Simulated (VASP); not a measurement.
# La in VASP: settings compared, part 2 of 2

VASP 6.6.1.

## 4. Single point, PBEsol

This run uses another cell than the first one, of 35.32 Å³/atom, 0.922 times its volume.

INCAR reads:

```
  ALGO = Fast
  EDIFF = 1E-6
  ENCUT = 520
  GGA = PS
  ISIF = 2
  ISMEAR = -1
  LASPH = True
  LCHARG = False
  LREAL = False
  LWAVE = False
  NBANDS = 12
  NELM = 80
  PREC = Accurate
  SIGMA = 0.05
```

KPOINTS reads:

```
k-points
0
Gamma
  9 9 9
```

POSCAR reads:

```
La
1.0
   -2.0388778282      2.0388778282      2.1238310710
    2.0388778282     -2.0388778282      2.1238310710
    2.0388778282      2.0388778282     -2.1238310710
La
1
Direct
    0.0000000000      0.0000000000      0.0000000000
```

Potentials or basis: VASP PAW PBE potentials, release 64 (La).

Launch:

```console
$ cat potpaw_PBE.64/La/POTCAR > POTCAR
$ mpirun -np 1 vasp_std > vasp.out
```

OUTCAR:

```text
EDIFF = 1E-6
   ENCUT = 520
   GGA = PS
   ISIF = 2
   ISMEAR = -1
   LASPH = True
   LREAL = False
   NELM = 80
   PREC = Accurate

 ion  position               nearest neighbor table
   1  0.000  0.000  0.000-

  LATTYP: Found a body centered tetragonal cell.
 ALAT       =     4.0777556564
 C/A-ratio  =     1.0416666666

  Lattice vectors:

 A1 = (  -2.0388778282,   2.0388778282,   2.1238310710)
 A2 = (   2.0388778282,  -2.0388778282,   2.1238310710)
 A3 = (   2.0388778282,   2.0388778282,  -2.1238310710)

Analysis of symmetry for initial positions (statically):
=====================================================================
 Subroutine PRICEL returns:
 Original cell was already a primitive cell.

 Routine SETGRP: Setting up the symmetry group for a
 body centered tetragonal supercell.

 Subroutine GETGRP returns: Found 16 space group operations
 (whereof 16 operations were pure point group operations)
 out of a pool of 16 trial point group operations.

The static configuration has the point symmetry D_4h.

Analysis of symmetry for dynamics (positions and initial velocities):
=====================================================================
 Subroutine PRICEL returns:
 Original cell was already a primitive cell.

 Routine SETGRP: Setting up the symmetry group for a
 body centered tetragonal supercell.

 Subroutine GETGRP returns: Found 16 space group operations
 (whereof 16 operations were pure point group operations)
 out of a pool of 16 trial point group operations.

The dynamic configuration has the point symmetry D_4h.

 Subroutine INISYM returns: Found 16 space group operations
 (whereof 16 operations are pure point group operations),
 and found     1 'primitive' translations

----------------------------------------------------------------------------------------

                                     Primitive cell

[... 108 lines left out ...]
     AMIX_MAG =   1.60;   BMIX_MAG =  1.00
  volume/ion in A,a.u.               =      35.32       238.32
  Fermi-wavevector in a.u.,A,eV,Ry     =   1.109732  2.097090 16.755657  1.231506
  Thomas-Fermi vector in A             =   2.246276
   LORBIT       =      0    0 simple, 1 ext, 2 COOP (PROOUT), +10 PAW based schemes
   GGA     = PS    functional components
   LHFCALC =     F    Hartree Fock is set to
   AEXX    =    0.0000 exact exchange contribution
   IVDW    =     0    specifies the selected vdW correction
   LEPSILON=     F    determine dielectric tensor
   LRPA    =     F    only Hartree local field effects (RPA)
 non-spin polarized calculation
 RMM-DIIS sequential band-by-band and
  energy-cutoff  :      520.00
  volume of cell :       35.32
 maximum number of plane-waves:       966
   NGX = 13   NGY = 13   NGZ = 13

 number of electron      11.0000000 magnetization

 Free energy of the ion-electron system (eV)
  ---------------------------------------------------
  ext. energy  EPLUGINS =         0.00000000
  ---------------------------------------------------
  free energy    TOTEN  =        -5.22927871 eV

  energy without entropy =       -5.20477058  energy(sigma->0) =       -5.21702465

 E-fermi :   8.1950     XC(G=0):  -9.8916

 val. band max:        8.1907618178   @ k =  -0.2222  -0.3333   0.1111
 cond. band min:       8.2047292006   @ k =  -0.4444   0.1111   0.0000
 fundamental gap:      0.0139673828
 Fermi energy:         8.1949682208

 k-point     1 :       0.0000    0.0000    0.0000
  band No.  band energies     occupation
      1     -24.5850      2.00000
      2      -7.4000      2.00000
      3      -7.4000      2.00000
      4      -7.3968      2.00000
      5       5.0068      2.00000
      6       9.6141      0.00000
      7       9.6158      0.00000
      8       9.7663      0.00000
      9       9.8488      0.00000
     10       9.8490      0.00000
     11      10.6100      0.00000
     12      10.6749      0.00000
[... 331 lines left out ...]
 k-point    24 :       0.4444    0.4444    0.0000
  band No.  band energies     occupation
      1     -24.3156      2.00000
      2      -8.9421      2.00000
      3      -7.9954      2.00000
      4      -7.5358      2.00000
      5       6.5426      2.00000
      6       7.8270      1.99873
      7       9.8698      0.00000
      8       9.8896      0.00000
      9      10.2236      0.00000
     10      10.4985      0.00000
     11      10.5364      0.00000
     12      10.5938      0.00000

 [... further k-points ...]
[... 5 lines left out ...]
  --------------------------------------------------------------------------------------
  -------------------------------------------------------------------------------------
  Total       -0.2564284     -0.2564284      0.1256690      0.0000000      0.0000000      0.0000000
  in kB      -11.6336076    -11.6336076      5.7013342      0.0000000      0.0000000      0.0000000
  external PRESSURE =      -5.8552937 kB  Pullay stress =       0.0000000 kB

 VOLUME and BASIS-vectors are now :
 -----------------------------------------------------------------------------
  energy-cutoff  :      520.00
  volume of cell :       35.32
      direct lattice vectors                 reciprocal lattice vectors
    -2.038877828  2.038877828  2.123831071     0.000000000  0.245232938  0.235423620
     2.038877828 -2.038877828  2.123831071     0.245232938  0.000000000  0.235423620
     2.038877828  2.038877828 -2.123831071     0.245232938  0.245232938  0.000000000

 POSITION                                       TOTAL-FORCE (eV/Angst)
 -----------------------------------------------------------------------------------
      0.00000      0.00000      0.00000         0.000000      0.000000     -0.000000
 -----------------------------------------------------------------------------------
    total drift:                                0.000000      0.000000      0.000000

  FREE ENERGIE OF THE ION-ELECTRON SYSTEM (eV)
  ---------------------------------------------------
  free  energy   TOTEN  =        -5.2292787088 eV

  energy  without entropy=       -5.2047705817  energy(sigma->0) =       -5.21702465
```

stdout:

```text
POSCAR found type information on POSCAR La
 POSCAR found :  1 types and       1 ions
 scaLAPACK will be used
 -----------------------------------------------------------------------------
|                                                                             |
|                                                                             |
|     You enforced a specific xc type in the INCAR file but a different       |
|     I HOPE YOU KNOW WHAT YOU ARE DOING!                                     |
|                                                                             |
 -----------------------------------------------------------------------------

 LDA part: xc-table for (Slater+PW92), standard interpolation
 POSCAR, INCAR and KPOINTS ok, starting setup
 FFT: planning ... GRIDC
 FFT: planning ... GRID_SOFT
 FFT: planning ... GRID
 WAVECAR not read
 entering main loop
WARNING in EDDRMM: call to ZHEGV failed, returncode =   6  3      7
WARNING in EDDRMM: call to ZHEGV failed, returncode =   8  4      6
WARNING in EDDRMM: call to ZHEGV failed, returncode =   6  3      8
```

Run time: 42 s. Hardware: 1 thread of AMD EPYC 9R45 (Zen 5), shared host; peak memory 0.16 GiB.

What came out:

| Item | Value |
| --- | --- |
| Free energy | -5.2293 eV |
| Pressure | -0.6 GPa |

Stress tensor (GPa, compression positive):
```
-1.16  0.00  0.00
 0.00 -1.16  0.00
 0.00  0.00  0.57
```

Caveat: the PAW data sets were made with another functional, which shifts forces and pressure a little; spin-orbit coupling is left out, which moves the levels of the heavy elements.

## 5. Summary

| level | cell | gap on the mesh (eV) | pressure (GPa) |
| --- | --- | --- | --- |
| r2SCAN | a = 3.679 Å, angles 109.5°, 1 atom | none | -0.2 |
| r2SCAN | a = 3.703 Å, angles 109.5°, 1 atom | none | -0.6 |
| PBEsol | a = 3.581 Å, angles 110.6, 110.6, 107.3°, 1 atom | none | -0.6 |

Alike in all rows: task single point; potentials or basis VASP PAW PBE potentials, release 64 (La); no spin polarisation; k mesh 9 × 9 × 9; cutoff (eV) 520; smearing fermi-dirac 0.05 eV.

Caveats: the PAW data sets were made with another functional, which shifts forces and pressure a little; spin-orbit coupling is left out, which moves the levels of the heavy elements.

Absolute energies hang on the potentials; compare differences alone.
